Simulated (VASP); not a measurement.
# Zn (Pm-3m) in VASP: a series of runs

Zn is run at these levels: PBE; tasks: single point.

Everything below comes from runs of VASP 6.6.1. Logs are shortened: lines on timing, memory, paths and dates and some standing lists are left out, and cuts for length are marked.

### 1 The cell of the first run

Symmetry: Pm-3m, No. 221, cubic system. Conventional cell: a = 2.649 Å, b = 2.649 Å, c = 2.649 Å, α = 90.00°, β = 90.00°, γ = 90.00°. Zn (site symmetry m-3m) has 6 Zn at 2.65 Å within 3.5 Å.

### 2 Single point, PBE

The input, INCAR:

```
SYSTEM = Zn
  PREC = Accurate
  ENCUT = 520
  EDIFF = 1E-7
  ISMEAR = -1
  SIGMA = 0.06122561905347299
  LREAL = .FALSE.
  LASPH = .TRUE.
  NELM = 60
  ALGO = Normal
  ISIF = 2
  LWAVE = .FALSE.
  LCHARG = .FALSE.
  GGA = PE
  NBANDS = 12
```

The input, KPOINTS:

```
regular mesh
0
G
  41 41 41
  0 0 0
```

The input, POSCAR:

```
Zn
1.0
    2.6486543067      0.0000000000      0.0000000000
    0.0000000000      2.6486543067      0.0000000000
    0.0000000000      0.0000000000      2.6486543067
Zn
1
Direct
    0.0000000000      0.0000000000      0.0000000000
```

Potentials or basis: VASP PAW PBE potentials, release 64 (Zn).

On the command line:

```sh
> cat potpaw_PBE.64/Zn/POTCAR > POTCAR
> mpirun -np 1 vasp_std > vasp.out
```

OUTCAR:

```text
SYSTEM = Zn
   PREC = Accurate
   ENCUT = 520
   EDIFF = 1E-7
   ISMEAR = -1
   LREAL = .FALSE.
   LASPH = .TRUE.
   NELM = 60
   ISIF = 2
   GGA = PE

 ion  position               nearest neighbor table
   1  0.000  0.000  0.000-

  LATTYP: Found a simple cubic cell.
 ALAT       =     2.6486543067

  Lattice vectors:

 A1 = (   2.6486543067,   0.0000000000,   0.0000000000)
 A2 = (   0.0000000000,   2.6486543067,   0.0000000000)
 A3 = (   0.0000000000,   0.0000000000,   2.6486543067)

Analysis of symmetry for initial positions (statically):
=====================================================================
 Subroutine PRICEL returns:
 Original cell was already a primitive cell.

 Routine SETGRP: Setting up the symmetry group for a
 simple cubic supercell.

 Subroutine GETGRP returns: Found 48 space group operations
 (whereof 48 operations were pure point group operations)
 out of a pool of 48 trial point group operations.

The static configuration has the point symmetry O_h .

Analysis of symmetry for dynamics (positions and initial velocities):
=====================================================================
 Subroutine PRICEL returns:
 Original cell was already a primitive cell.

 Routine SETGRP: Setting up the symmetry group for a
 simple cubic supercell.

 Subroutine GETGRP returns: Found 48 space group operations
 (whereof 48 operations were pure point group operations)
 out of a pool of 48 trial point group operations.

The dynamic configuration has the point symmetry O_h .

 Subroutine INISYM returns: Found 48 space group operations
 (whereof 48 operations are pure point group operations),
 and found     1 'primitive' translations

----------------------------------------------------------------------------------------

                                     Primitive cell

  volume of cell :      18.5813

  direct lattice vectors                    reciprocal lattice vectors
     2.648654307  0.000000000  0.000000000     0.377550214  0.000000000  0.000000000
     0.000000000  2.648654307  0.000000000     0.000000000  0.377550214  0.000000000
     0.000000000  0.000000000  2.648654307     0.000000000  0.000000000  0.377550214

  length of vectors
     2.648654307  2.648654307  2.648654307     0.377550214  0.377550214  0.377550214

  position of ions in fractional coordinates (direct lattice)
     0.000000000  0.000000000  0.000000000

  ion indices of the primitive-cell ions
   primitive index   ion index
                 1           1

----------------------------------------------------------------------------------------

 KPOINTS: regular mesh

Automatic generation of k-mesh.
 Grid dimensions read from file:
 generate k-points for:   41   41   41

 Generating k-lattice:

  Cartesian coordinates                     Fractional coordinates (reciprocal lattice)
     0.009208542  0.000000000  0.000000000     0.024390244  0.000000000  0.000000000
     0.000000000  0.009208542  0.000000000     0.000000000  0.024390244  0.000000000
     0.000000000  0.000000000  0.009208542     0.000000000  0.000000000  0.024390244

  Length of vectors
     0.009208542  0.009208542  0.009208542

  Shift w.r.t. Gamma in fractional coordinates (k-lattice)
     0.000000000  0.000000000  0.000000000

 Subroutine IBZKPT returns following result:
 ===========================================

 Found   1771 irreducible k-points:

 Following reciprocal coordinates:
            Coordinates               Weight
  0.000000  0.000000  0.000000      1.000000
  0.024390  0.000000  0.000000      6.000000
  0.048780  0.000000  0.000000      6.000000
  0.073171  0.000000  0.000000      6.000000
  0.097561  0.000000  0.000000      6.000000
  0.121951  0.000000  0.000000      6.000000
[... 16 lines left out ...]
  0.048780  0.024390  0.000000     24.000000
  0.073171  0.024390  0.000000     24.000000
 [... further k-points ...]
   k-points           NKPTS =   1771   k-points in BZ     NKDIM =   1771   number of bands    NBANDS=     12
   number of dos      NEDOS =    301   number of ions     NIONS =      1
   total plane-waves  NPLWV =   8000
   dimension x,y,z NGX =    20 NGY =   20 NGZ =   20
   dimension x,y,z NGXF=    40 NGYF=   40 NGZF=   40
   ions per type =               1
   NGX,Y,Z   is equivalent  to a cutoff of  12.55, 12.55, 12.55 a.u.
   NGXF,Y,Z  is equivalent  to a cutoff of  25.11, 25.11, 25.11 a.u.
 SYSTEM =  Zn
   PREC   = accura    normal or accurate (medium, high low for compatibility)
   ISTART =      0    job   : 0-new  1-cont  2-samecut
   ICHARG =      2    charge: 1-file 2-atom 10-const
   ISPIN  =      1    spin polarized calculation?
   LNONCOLLINEAR =      F non collinear calculations
   LSORBIT =      F    spin-orbit coupling
   LASPH  =      T    aspherical Exc in radial PAW
   ENCUT  =  520.0 eV  38.22 Ry    6.18 a.u.   4.92  4.92  4.92*2*pi/ulx,y,z
   NELM   =     60;   NELMIN=  2; NELMDL= -5     # of ELM steps
   EDIFF  = 0.1E-06   stopping-criterion for ELM
   LREAL  =      F    real-space projection
   EDIFFG = 0.1E-05   stopping-criterion for IOM
   NSW    =      0    number of steps for IOM
   IBRION =     -1    ionic relax: 0-MD 1-quasi-New 2-CG
   NFREE  =      0    steps in history (QN), initial steepest desc. (CG)
   ISIF   =      2    stress and relaxation
   ISYM   =      2    0-nonsym 1-usesym 2-fastsym
   POTIM  = 0.5000    time-step for ionic-motion
   TEBEG  =    0.0;   TEEND  =   0.0 temperature during run
   PSTRESS=    0.0 pullay stress
   NELECT =      12.0000    total number of electrons
   NUPDOWN=      -1.0000    fix difference up-down
   EMIN   =  10.00;   EMAX   =-10.00  energy-range for DOS
   EFERMI =   0.00;   METHOD = LEGACY
   ISMEAR =    -1;   SIGMA  =   0.06  broadening in eV -4-tet -1-fermi 0-gaus
   EFERMI_NEDOS =   21; number of points for ismear=-14 and -15
   IALGO  =     38    algorithm
   IMIX   =      4    mixing-type and parameters
     AMIX     =   0.40;   BMIX     =  1.00
     AMIX_MAG =   1.60;   BMIX_MAG =  1.00
  volume/ion in A,a.u.               =      18.58       125.39
  Fermi-wavevector in a.u.,A,eV,Ry     =   1.415066  2.674087 27.244458  2.002411
  Thomas-Fermi vector in A             =   2.536543
   LORBIT       =      0    0 simple, 1 ext, 2 COOP (PROOUT), +10 PAW based schemes
   GGA     = PE    functional components
   LHFCALC =     F    Hartree Fock is set to
   AEXX    =    0.0000 exact exchange contribution
   IVDW    =     0    specifies the selected vdW correction
   LEPSILON=     F    determine dielectric tensor
   LRPA    =     F    only Hartree local field effects (RPA)
 non-spin polarized calculation
  energy-cutoff  :      520.00
  volume of cell :       18.58
 maximum number of plane-waves:       516
 NGX is ok and might be reduce to    20
   NGX =  9   NGY =  9   NGZ =  9

 number of electron      12.0000032 magnetization

 Free energy of the ion-electron system (eV)
  ---------------------------------------------------
  ext. energy  EPLUGINS =         0.00000000
  ---------------------------------------------------
  free energy    TOTEN  =        -0.88329776 eV

  energy without entropy =       -0.87906360  energy(sigma->0) =       -0.88118068

 E-fermi :   1.6432     XC(G=0): -10.4674

 val. band max:        1.6425247203   @ k =   0.4878   0.2927   0.1463
 cond. band min:       1.6465875216   @ k =   0.4634   0.2195   0.1951
 fundamental gap:      0.0040628013
 Fermi energy:         1.6432435747

 k-point     1 :       0.0000    0.0000    0.0000
  band No.  band energies     occupation
      1      -7.1659      2.00000
      2      -6.1703      2.00000
      3      -6.1703      2.00000
      4      -5.0682      2.00000
      5      -5.0682      2.00000
      6      -5.0682      2.00000
      7      13.6954      0.00000
      8      13.6954      0.00000
      9      13.6954      0.00000
     10      16.5938      0.00000
     11      16.5938      0.00000
     12      19.1759      0.00000

 k-point     2 :       0.0244    0.0000    0.0000
  band No.  band energies     occupation
      1      -7.1529      2.00000
      2      -6.1696      2.00000
      3      -6.1669      2.00000
      4      -5.0701      2.00000
      5      -5.0701      2.00000
      6      -5.0680      2.00000
      7      13.4146      0.00000
      8      13.7104      0.00000
      9      13.7104      0.00000
     10      16.6035      0.00000
     11      16.8282      0.00000
     12      19.2517      0.00000

 k-point     3 :       0.0488    0.0000    0.0000
  band No.  band energies     occupation
      1      -7.1141      2.00000
      2      -6.1676      2.00000
      3      -6.1563      2.00000
      4      -5.0759      2.00000
      5      -5.0759      2.00000
      6      -5.0675      2.00000
      7      12.7613      0.00000
      8      13.7553      0.00000
      9      13.7553      0.00000
     10      16.6328      0.00000
     11      17.3119      0.00000
     12      19.5091      0.00000
[... 286 lines left out ...]
 k-point    23 :       0.0488    0.0244    0.0000
  band No.  band energies     occupation
      1      -7.1010      2.00000
      2      -6.1650      2.00000
      3      -6.1548      2.00000
      4      -5.0778      2.00000
      5      -5.0758      2.00000
      6      -5.0694      2.00000
      7      12.7672      0.00000
      8      13.4867      0.00000
      9      13.7703      0.00000
     10      16.7940      0.00000
     11      17.4117      0.00000
     12      19.5645      0.00000

 k-point    24 :       0.0732    0.0244    0.0000
  band No.  band energies     occupation
      1      -7.0371      2.00000
      2      -6.1615      2.00000
      3      -6.1368      2.00000
      4      -5.0873      2.00000
      5      -5.0852      2.00000
      6      -5.0686      2.00000
      7      11.9697      0.00000
      8      13.5576      0.00000
      9      13.8449      0.00000
     10      16.8503      0.00000
     11      17.8700      0.00000
     12      20.0454      0.00000

 [... further k-points ...]
[... 5 lines left out ...]
  --------------------------------------------------------------------------------------
  -------------------------------------------------------------------------------------
  Total       -0.0899895     -0.0899895     -0.0899895      0.0000000      0.0000000     -0.0000000
  in kB       -7.7593696     -7.7593696     -7.7593696      0.0000000      0.0000000     -0.0000000
  external PRESSURE =      -7.7593696 kB  Pullay stress =       0.0000000 kB

 VOLUME and BASIS-vectors are now :
 -----------------------------------------------------------------------------
  energy-cutoff  :      520.00
  volume of cell :       18.58
      direct lattice vectors                 reciprocal lattice vectors
     2.648654307  0.000000000  0.000000000     0.377550214  0.000000000  0.000000000
     0.000000000  2.648654307  0.000000000     0.000000000  0.377550214  0.000000000
     0.000000000  0.000000000  2.648654307     0.000000000  0.000000000  0.377550214

 POSITION                                       TOTAL-FORCE (eV/Angst)
 -----------------------------------------------------------------------------------
      0.00000      0.00000      0.00000         0.000000      0.000000      0.000000
 -----------------------------------------------------------------------------------
    total drift:                               -0.000000      0.000000      0.000000

  FREE ENERGIE OF THE ION-ELECTRON SYSTEM (eV)
  ---------------------------------------------------
  free  energy   TOTEN  =        -0.8832977581 eV

  energy  without entropy=       -0.8790636010  energy(sigma->0) =       -0.88118068
```

Wall time 94 s (1 thread of Intel Xeon 6975P-C (Granite Rapids), shared host); peak memory 0.45 GiB.

What came out:

| Property | Result |
| --- | --- |
| Free energy | -0.8833 eV |
| Pressure | -0.8 GPa |
| Band gap on the k mesh | zero (band 6 reaches 6.97 eV, above the bottom of band 7 at -0.83 eV) |

### 3 Single point, PBE

This run uses another cell than the first one, of 18.95 Å³/atom, 1.020 times its volume.

The input, INCAR:

```
SYSTEM = Zn
  PREC = Accurate
  ENCUT = 520
  EDIFF = 1E-7
  ISMEAR = -1
  SIGMA = 0.06122561905347299
  LREAL = .False.
  LASPH = .True.
  NELM = 100
  ALGO = Normal
  ISIF = 2
  LWAVE = .False.
  LCHARG = .False.
  GGA = PE
  NBANDS = 12
```

The input, KPOINTS:

```
regular mesh
0
Gamma
  41 41 41
  0 0 0
```

The input, POSCAR:

```
Zn
1.0
    2.6658538425      0.0000000000      0.0000000000
    0.0000000000      2.6658538425      0.0000000000
    0.0000000000      0.0000000000      2.6658538425
Zn
1
Direct
    0.0000000000      0.0000000000      0.0000000000
```

Potentials or basis: VASP PAW PBE potentials, release 64 (Zn).

On the command line:

```sh
> cat potpaw_PBE.64/Zn/POTCAR > POTCAR
> mpirun -np 1 vasp_std > vasp.out
```

Run time: 97 s. Hardware: 1 thread of Intel Xeon 6975P-C (Granite Rapids), shared host; peak memory 0.46 GiB.

It converged, with:

```yaml
Free_energy: -0.8806 eV
Pressure: -1.6 GPa
Band_gap_on_the_k_mesh: zero (band 6 reaches 6.79 eV, above the bottom of band 7 at -0.89 eV)
```

Levels at points of the mesh, in eV from the Fermi level:
| k point | band 3 | band 4 | band 5 | band 6 | band 7 | band 8 | band 9 | band 10 |
| --- | --- | --- | --- | --- | --- | --- | --- | --- |
| (0.00, 0.00, 0.00) | -7.76 | -6.70 | -6.70 | -6.70 | 11.90 | 11.90 | 11.90 | 14.78 |

### 4 Single point, PBE

This run uses another cell than the first one, of 19.31 Å³/atom, 1.039 times its volume.

The input, INCAR:

```
ALGO = Normal
EDIFF = 1E-6
ENCUT = 520
GGA = PE
ISIF = 2
ISMEAR = -1
LASPH = True
LCHARG = False
LREAL = False
LWAVE = False
NBANDS = 12
NELM = 80
PREC = Accurate
SIGMA = 0.06122561905347299
```

The input, KPOINTS:

```
k-points
0
Gamma
  41 41 41
```

The input, POSCAR:

```
Zn
1.0
    2.6828342611      0.0000000000      0.0000000000
    0.0000000000      2.6828342611      0.0000000000
    0.0000000000      0.0000000000      2.6828342611
Zn
1
Direct
    0.0000000000      0.0000000000      0.0000000000
```

On the command line:

```sh
> cat potpaw_PBE.64/Zn/POTCAR > POTCAR
> mpirun -np 1 vasp_std > vasp.out
```

It took 93 s on 1 thread of Intel Xeon 6975P-C (Granite Rapids), shared host; peak memory 0.47 GiB.

The run converged. Its results:

* Free energy: -0.8762 eV
* Pressure: -2.3 GPa
* Band gap on the k mesh: zero (band 6 reaches 6.62 eV, above the bottom of band 7 at -0.94 eV)

Levels at points of the mesh, in eV from the Fermi level:
```tsv
k point	band 2	band 3	band 4	band 5	band 6	band 7	band 8	band 9	band 10	band 11
(0.00, 0.00, 0.00)	-7.71	-7.71	-6.68	-6.68	-6.68	11.75	11.75	11.75	14.62	14.62
```

### 5 The runs side by side

| cell | gap on the mesh (eV) | pressure (GPa) |
| --- | --- | --- |
| a = 2.649 Å, 1 atom | none | -0.8 |
| a = 2.666 Å, 1 atom | none | -1.6 |
| a = 2.683 Å, 1 atom | none | -2.3 |

Alike in all rows: task single point; level PBE; potentials or basis VASP PAW PBE potentials, release 64 (Zn); no spin polarisation; k mesh 41 × 41 × 41; cutoff (eV) 520; smearing fermi-dirac 0.0612256 eV.

Absolute energies hang on the potentials; compare differences alone.
